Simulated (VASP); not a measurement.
# Ga (I4/mmm) in VASP: single point with LDA

Aim: the single point of Ga with LDA.

Everything below comes from runs of VASP 6.6.1. Logs are shortened: lines on timing, memory, paths and dates and some standing lists are left out, and cuts for length are marked.

### Step 1. The cell of the first run

Symmetry: I4/mmm, No. 139, tetragonal system. The conventional cell has a = 2.769 Å, b = 2.769 Å, c = 4.622 Å, α = 90.00°, β = 90.00°, γ = 90.00°. Ga (site symmetry 4/mmm) has 12 Ga at 2.77 to 3.03 Å within 3.6 Å.

### Step 2. Single point, LDA, non-collinear spin, zero start, spin-orbit coupling

Input file INCAR:

```
SYSTEM = Ga
PREC = Accurate
ENCUT = 520
EDIFF = 1E-7
ISMEAR = -1
SIGMA = 0.05
LREAL = .False.
LASPH = .True.
NELM = 150
ALGO = Normal
ISIF = 2
LWAVE = .False.
LCHARG = .False.
MAGMOM = 0 0 0
LORBIT = 11
LSORBIT = .True.
GGA_COMPAT = .False.
LORBMOM = .True.
GGA = CA
NBANDS = 24
```

Input file KPOINTS:

```
Automatic mesh
0
Gamma
  18 18 18
  0 0 0
```

Input file POSCAR:

```
Ga
1.0
   -1.3843987196      1.3843987196      2.3112238365
    1.3843987196     -1.3843987196      2.3112238365
    1.3843987196      1.3843987196     -2.3112238365
Ga
1
Direct
    0.0000000000      0.0000000000      0.0000000000
```

Potentials or basis: VASP PAW LDA potentials, release 64 (Ga_d).

Run with:

```sh
> cat potpaw_LDA.64/Ga_d/POTCAR > POTCAR
> mpirun -np 1 vasp_ncl > vasp.out
```

OUTCAR:

```text
SYSTEM = Ga
   PREC = Accurate
   ENCUT = 520
   EDIFF = 1E-7
   ISMEAR = -1
   LREAL = .False.
   LASPH = .True.
   NELM = 150
   ISIF = 2
   LORBIT = 11
   LSORBIT = .True.
   GGA = CA

 ion  position               nearest neighbor table
   1  0.000  0.000  0.000-

  LATTYP: Found a body centered tetragonal cell.
 ALAT       =     2.7687974392
 C/A-ratio  =     1.6694784557

  Lattice vectors:

 A1 = (  -1.3843987196,   1.3843987196,   2.3112238365)
 A2 = (   1.3843987196,  -1.3843987196,   2.3112238365)
 A3 = (   1.3843987196,   1.3843987196,  -2.3112238365)

Analysis of symmetry for initial positions (statically):
=====================================================================
 Subroutine PRICEL returns:
 Original cell was already a primitive cell.

 Routine SETGRP: Setting up the symmetry group for a
 body centered tetragonal supercell.

 Subroutine GETGRP returns: Found 16 space group operations
 (whereof 16 operations were pure point group operations)
 out of a pool of 16 trial point group operations.

The static configuration has the point symmetry D_4h.

Analysis of symmetry for dynamics (positions and initial velocities):
=====================================================================
 Subroutine PRICEL returns:
 Original cell was already a primitive cell.

 Routine SETGRP: Setting up the symmetry group for a
 body centered tetragonal supercell.

 Subroutine GETGRP returns: Found 16 space group operations
 (whereof 16 operations were pure point group operations)
 out of a pool of 16 trial point group operations.

The dynamic configuration has the point symmetry D_4h.

Analysis of structural, dynamic, and magnetic symmetry:
=====================================================================
 Subroutine PRICEL returns:
 Original cell was already a primitive cell.

 Routine SETGRP: Setting up the symmetry group for a
 body centered tetragonal supercell.

 Subroutine GETGRP returns: Found 16 space group operations
 (whereof 16 operations were pure point group operations)
 out of a pool of 16 trial point group operations.

The overall configuration has the point symmetry D_4h.

 Subroutine INISYM returns: Found 16 space group operations
 (whereof 16 operations are pure point group operations),
 and found     1 'primitive' translations

----------------------------------------------------------------------------------------

                                     Primitive cell

  volume of cell :      17.7184

  direct lattice vectors                    reciprocal lattice vectors
    -1.384398720  1.384398720  2.311223836     0.000000000  0.361167627  0.216335602
     1.384398720 -1.384398720  2.311223836     0.361167627  0.000000000  0.216335602
     1.384398720  1.384398720 -2.311223836     0.361167627  0.361167627  0.000000000

  length of vectors
     3.029005654  3.029005654  3.029005654     0.421002550  0.421002550  0.510768156

  position of ions in fractional coordinates (direct lattice)
     0.000000000  0.000000000  0.000000000

  ion indices of the primitive-cell ions
   primitive index   ion index
                 1           1

----------------------------------------------------------------------------------------

 KPOINTS: Automatic mesh

Automatic generation of k-mesh.
 Grid dimensions read from file:
 generate k-points for:   18   18   18

 Generating k-lattice:

  Cartesian coordinates                     Fractional coordinates (reciprocal lattice)
     0.000000000  0.020064868  0.012018645     0.055555556  0.000000000 -0.000000000
     0.020064868  0.000000000  0.012018645     0.000000000  0.055555556 -0.000000000
     0.020064868  0.020064868  0.000000000     0.000000000  0.000000000  0.055555556

  Length of vectors
     0.023389031  0.023389031  0.028376009

  Shift w.r.t. Gamma in fractional coordinates (k-lattice)
     0.000000000  0.000000000  0.000000000

 Subroutine IBZKPT returns following result:
 ===========================================

 Found    480 irreducible k-points:

 Following reciprocal coordinates:
            Coordinates               Weight
  0.000000  0.000000  0.000000      1.000000
  0.055556  0.000000  0.000000      8.000000
  0.111111  0.000000  0.000000      8.000000
  0.166667  0.000000 -0.000000      8.000000
  0.222222 -0.000000  0.000000      8.000000
  0.277778  0.000000  0.000000      8.000000
[... 16 lines left out ...]
 -0.277778  0.055556  0.000000     16.000000
 -0.222222  0.055556 -0.000000     16.000000
 [... further k-points ...]
   k-points           NKPTS =    480   k-points in BZ     NKDIM =    480   number of bands    NBANDS=     24
   number of dos      NEDOS =    301   number of ions     NIONS =      1
   total plane-waves  NPLWV =  13824
   dimension x,y,z NGX =    24 NGY =   24 NGZ =   24
   dimension x,y,z NGXF=    48 NGYF=   48 NGZF=   48
   ions per type =               1
   NGX,Y,Z   is equivalent  to a cutoff of  13.17, 13.17, 13.17 a.u.
   NGXF,Y,Z  is equivalent  to a cutoff of  26.34, 26.34, 26.34 a.u.
 SYSTEM =  Ga
   PREC   = accura    normal or accurate (medium, high low for compatibility)
   ISTART =      0    job   : 0-new  1-cont  2-samecut
   ICHARG =      2    charge: 1-file 2-atom 10-const
   ISPIN  =      1    spin polarized calculation?
   LNONCOLLINEAR =      T non collinear calculations
   LSORBIT =      T    spin-orbit coupling
   LASPH  =      T    aspherical Exc in radial PAW
   ENCUT  =  520.0 eV  38.22 Ry    6.18 a.u.   5.63  5.63  5.63*2*pi/ulx,y,z
   NELM   =    150;   NELMIN=  2; NELMDL= -5     # of ELM steps
   EDIFF  = 0.1E-06   stopping-criterion for ELM
   LREAL  =      F    real-space projection
   EDIFFG = 0.1E-05   stopping-criterion for IOM
   NSW    =      0    number of steps for IOM
   IBRION =     -1    ionic relax: 0-MD 1-quasi-New 2-CG
   NFREE  =      0    steps in history (QN), initial steepest desc. (CG)
   ISIF   =      2    stress and relaxation
   ISYM   =      2    0-nonsym 1-usesym 2-fastsym
   POTIM  = 0.5000    time-step for ionic-motion
   TEBEG  =    0.0;   TEEND  =   0.0 temperature during run
   PSTRESS=    0.0 pullay stress
   NELECT =      13.0000    total number of electrons
   NUPDOWN=      -1.0000    fix difference up-down
   EMIN   =  10.00;   EMAX   =-10.00  energy-range for DOS
   EFERMI =   0.00;   METHOD = LEGACY
   ISMEAR =    -1;   SIGMA  =   0.05  broadening in eV -4-tet -1-fermi 0-gaus
   EFERMI_NEDOS =   21; number of points for ismear=-14 and -15
   IALGO  =     38    algorithm
   IMIX   =      4    mixing-type and parameters
     AMIX     =   0.40;   BMIX     =  1.00
     AMIX_MAG =   1.60;   BMIX_MAG =  1.00
  volume/ion in A,a.u.               =      17.72       119.57
  Fermi-wavevector in a.u.,A,eV,Ry     =   1.476549  2.790273 29.663375  2.180197
  Thomas-Fermi vector in A             =   2.591062
   LORBIT       =     11    0 simple, 1 ext, 2 COOP (PROOUT), +10 PAW based schemes
   GGA     = CA    functional components
   LHFCALC =     F    Hartree Fock is set to
   AEXX    =    0.0000 exact exchange contribution
   IVDW    =     0    specifies the selected vdW correction
   LEPSILON=     F    determine dielectric tensor
   LRPA    =     F    only Hartree local field effects (RPA)
  energy-cutoff  :      520.00
  volume of cell :       17.72
 maximum number of plane-waves:       986
   NGX = 11   NGY = 11   NGZ = 11

 number of electron      13.0000000 magnetization       0.0000000      0.0000000      0.0000000

 number of electron      12.9999997 magnetization      -0.0000000      0.0000000     -0.0000000

 number of electron      12.9999997 magnetization       0.0000000     -0.0000000      0.0000000

 Free energy of the ion-electron system (eV)
  ---------------------------------------------------
  ext. energy  EPLUGINS =         0.00000000
  ---------------------------------------------------
  free energy    TOTEN  =        -3.56509446 eV

  energy without entropy =       -3.56171190  energy(sigma->0) =       -3.56340318

 E-fermi :   5.8494     XC(G=0): -11.6489

 val. band max:        5.8467915694   @ k =  -0.4444   0.4444   0.2778
 cond. band min:       5.8581982851   @ k =   0.3333   0.2222   0.0000
 fundamental gap:      0.0114067156
 Fermi energy:         5.8494219495

 k-point     1 :       0.0000    0.0000    0.0000
  band No.  band energies     occupation
      1      -9.4332      1.00000
      2      -9.4332      1.00000
      3      -9.3827      1.00000
      4      -9.3827      1.00000
      5      -8.9704      1.00000
      6      -8.9704      1.00000
[... 16 lines left out ...]
     23      23.2463      0.00000
     24      23.2482      0.00000

 k-point     2 :       0.0556    0.0000    0.0000
  band No.  band energies     occupation
      1      -9.4296      1.00000
      2      -9.4296      1.00000
      3      -9.3816      1.00000
      4      -9.3816      1.00000
      5      -8.9687      1.00000
      6      -8.9687      1.00000
[... 16 lines left out ...]
     23      23.4794      0.00000
     24      23.4916      0.00000

 k-point     3 :       0.1111    0.0000    0.0000
  band No.  band energies     occupation
      1      -9.4208      1.00000
      2      -9.4208      1.00000
      3      -9.3782      1.00000
      4      -9.3782      1.00000
      5      -8.9635      1.00000
      6      -8.9635      1.00000
[... 16 lines left out ...]
     23      24.0752      0.00000
     24      24.0752      0.00000
[... 514 lines left out ...]
 k-point    23 :      -0.2778    0.0556    0.0000
  band No.  band energies     occupation
      1      -9.3974      1.00000
      2      -9.3974      1.00000
      3      -9.3670      1.00000
      4      -9.3670      1.00000
      5      -8.9442      1.00000
      6      -8.9442      1.00000
[... 16 lines left out ...]
     23      24.3191      0.00000
     24      24.3191      0.00000

 k-point    24 :      -0.2222    0.0556   -0.0000
  band No.  band energies     occupation
      1      -9.3993      1.00000
      2      -9.3993      1.00000
      3      -9.3687      1.00000
      4      -9.3687      1.00000
      5      -8.9487      1.00000
      6      -8.9487      1.00000
[... 16 lines left out ...]
     23      24.7407      0.00000
     24      24.7408      0.00000

 [... further k-points ...]
[... 5 lines left out ...]
  --------------------------------------------------------------------------------------
  -------------------------------------------------------------------------------------
  Total       -0.1561051     -0.1561051     -0.3026073      0.0000000     -0.0000000      0.0000000
  in kB      -14.1157293    -14.1157293    -27.3631214      0.0000000     -0.0000000      0.0000000
  external PRESSURE =     -18.5315267 kB  Pullay stress =       0.0000000 kB

 VOLUME and BASIS-vectors are now :
 -----------------------------------------------------------------------------
  energy-cutoff  :      520.00
  volume of cell :       17.72
      direct lattice vectors                 reciprocal lattice vectors
    -1.384398720  1.384398720  2.311223836     0.000000000  0.361167627  0.216335602
     1.384398720 -1.384398720  2.311223836     0.361167627  0.000000000  0.216335602
     1.384398720  1.384398720 -2.311223836     0.361167627  0.361167627  0.000000000

 POSITION                                       TOTAL-FORCE (eV/Angst)
 -----------------------------------------------------------------------------------
      0.00000      0.00000      0.00000        -0.000000      0.000000      0.000000
 -----------------------------------------------------------------------------------
    total drift:                                0.000000      0.000000     -0.000000

  FREE ENERGIE OF THE ION-ELECTRON SYSTEM (eV)
  ---------------------------------------------------
  free  energy   TOTEN  =        -3.5650944590 eV

  energy  without entropy=       -3.5617118979  energy(sigma->0) =       -3.56340318

 orbital moment (x)

 # of ion     p       d       tot
 ----------------------------------------
  1        -0.000  -0.000  -0.000
 ----------------------------------------
           -0.000  -0.000  -0.000

 orbital moment (y)

 # of ion     p       d       tot
 ----------------------------------------
  1         0.000   0.000   0.000
 ----------------------------------------
            0.000   0.000   0.000

 orbital moment (z)

 # of ion     p       d       tot
 ----------------------------------------
  1         0.000   0.000   0.000
 ----------------------------------------
            0.000   0.000   0.000

 Spin-Orbit-Coupling matrix elements

 Ion:    1  E_soc:     -0.0111476
 l=   1
     0.0000000    -0.0010044    -0.0010392
    -0.0010044     0.0000000    -0.0010044
    -0.0010392    -0.0010044     0.0000000
 l=   2
     0.0000000    -0.0001697     0.0000000    -0.0001697    -0.0006789
    -0.0001697     0.0000000    -0.0005034    -0.0001676    -0.0001665
     0.0000000    -0.0005034     0.0000000    -0.0005034     0.0000000
    -0.0001697    -0.0001676    -0.0005034     0.0000000    -0.0001665
    -0.0006789    -0.0001665     0.0000000    -0.0001665     0.0000000
 l=   3
     0.0000000     0.0000000     0.0000000     0.0000000     0.0000000     0.0000000     0.0000000
     0.0000000     0.0000000     0.0000000     0.0000000     0.0000000     0.0000000     0.0000000
     0.0000000     0.0000000     0.0000000     0.0000000     0.0000000     0.0000000     0.0000000
     0.0000000     0.0000000     0.0000000     0.0000000     0.0000000     0.0000000     0.0000000
     0.0000000     0.0000000     0.0000000     0.0000000     0.0000000     0.0000000     0.0000000
     0.0000000     0.0000000     0.0000000     0.0000000     0.0000000     0.0000000     0.0000000
     0.0000000     0.0000000     0.0000000     0.0000000     0.0000000     0.0000000     0.0000000

 total charge

# of ion       s       p       d       tot
------------------------------------------
    1        1.036   0.584   9.964  11.584

 magnetization (x)

# of ion       s       p       d       tot
------------------------------------------
    1        0.000   0.000   0.000   0.000

 magnetization (y)

# of ion       s       p       d       tot
------------------------------------------
    1        0.000   0.000   0.000   0.000

 magnetization (z)

# of ion       s       p       d       tot
------------------------------------------
    1       -0.000   0.000  -0.000  -0.000
```

Run time: 2.1 min. Hardware: 1 thread of Intel Xeon 6975P-C (Granite Rapids), shared host; peak memory 0.38 GiB.

Results:

- Free energy: -3.5651 eV
- Pressure: -1.9 GPa
- Net moment: 0.00 μB per cell
- Valence electrons inside the program's atomic spheres: Ga 11.58

Stress tensor (GPa, compression positive):
```
-1.41  0.00  0.00
 0.00 -1.41  0.00
 0.00  0.00 -2.74
```

Moments on the atoms (μB; x, y, z):
```
Ga  0.00 0.00 0.00
```
